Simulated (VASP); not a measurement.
MgZr2O3: single point with r2SCAN

Crystal: MgZr2O3.

```
Mg Zr O
1.0
     2.99961    0.00000    0.00000
    -1.49981    2.59774    0.00000
     0.00000    0.00000    8.69754
Mg Zr O
1 2 3
Direct
  0.00000 0.00000 0.50000
  0.33333 0.66667 0.17892
  0.66667 0.33333 0.82108
  0.33333 0.66667 0.63692
  0.66667 0.33333 0.36308
  0.00000 0.00000 0.00000
```

```
Program             : VASP 6.6.1
Task                : single point
Functional          : r2SCAN
Potentials or basis : VASP PAW PBE potentials, release 64 (Mg, Zr_sv, O)
Cutoff              : 520 eV
k mesh              : 12 × 12 × 4
Occupations         : gaussian, width 0.1 eV
Spin                : no spin polarisation
```

The pressure is -3.7 GPa. The largest force is 0.196 eV/Å and the band gap on the k mesh is zero (bands 22 and 23 overlap by 0.76 eV).

Forces in eV/Å, atoms in the order of the input:
```
Mg   0.000  0.000  0.000
Zr   0.000  0.000  0.043
Zr   0.000  0.000 -0.043
O    0.000  0.000 -0.196
O    0.000  0.000  0.196
O    0.000  0.000  0.000
```

Stress tensor (GPa, compression positive):
```
-4.44  0.00  0.00
 0.00 -4.44  0.00
 0.00  0.00 -2.34
```

Levels at points of the mesh, in eV from the Fermi level:
```csv
k point,band 20,band 21,band 22,band 23,band 24,band 25
"(0.00, 0.00, 0.00)",-4.61,-2.34,-0.73,0.60,0.60,1.41
"(0.50, 0.00, 0.00)",-5.38,-3.16,-1.53,3.06,3.76,3.76
"(0.00, 0.00, 0.50)",-4.85,-1.88,-0.90,0.65,0.65,1.36
"(0.50, 0.00, 0.50)",-5.10,-2.89,-1.74,2.69,3.68,3.88
```

Run time: 11 min on 1 thread of Intel Xeon 8259CL (shared host), peak memory 0.3 GiB.

Caveat: the cell stands under tension; the PAW data sets were made with another functional, which shifts forces and pressure a little.
